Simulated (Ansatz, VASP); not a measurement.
**One calculation of SnO2, two programs**

```xyz
6
Lattice="4.7715 0.0000 0.0000 0.0000 4.7716 0.0000 0.0000 0.0000 3.3133" Properties=species:S:1:pos:R:3 pbc="T T T"
Sn    2.3858    2.3858    1.6567
Sn    0.0000    0.0000    0.0000
O     1.6390    1.2870    0.0000
O     4.0247    1.0988    1.6567
O     0.7468    3.6728    1.6567
O     3.1326    3.4846    0.0000
```

Change from the starting cell: mode 4 frozen in at +0.252 Å, strain +e along z and -e/2 along x and y +0.0233.

Alike in both runs: task single point; functional PBE; k mesh 6 × 6 × 8; occupations gaussian, width 0.05 eV; no spin polarisation.

```csv
,VASP,Ansatz
version,VASP 6.6.1,Ansatz 0.2.0
potentials or method,"VASP PAW PBE potentials, release 64 (Sn_d, O), cutoff 520 eV","scalar-relativistic, plane waves, PAW"
valence electrons in the cell,52,52
```

Ansatz gave:

| Quantity | Value |
| --- | --- |
| gap on the k mesh at the Fermi level (eV) | 0.98 |
| least direct gap on the mesh (eV) | 1.17 |
| pressure (GPa) | -3.2 |
| traceless stress, the component that is largest in VASP (GPa) | -4.56 |
| rms of the force components (eV/Å) | 0.172 |

What did VASP give for the same quantities?

gap on the k mesh at the Fermi level (eV): 0.96; least direct gap on the mesh (eV): 1.16; pressure (GPa): -2.6; traceless stress, the component that is largest in VASP (GPa): -4.40; rms of the force components (eV/Å): 0.166.

Atom by atom the forces differ by 0.005 eV/Å (rms over components). With one functional, cell and mesh, what is left measures potentials, basis and numerics.
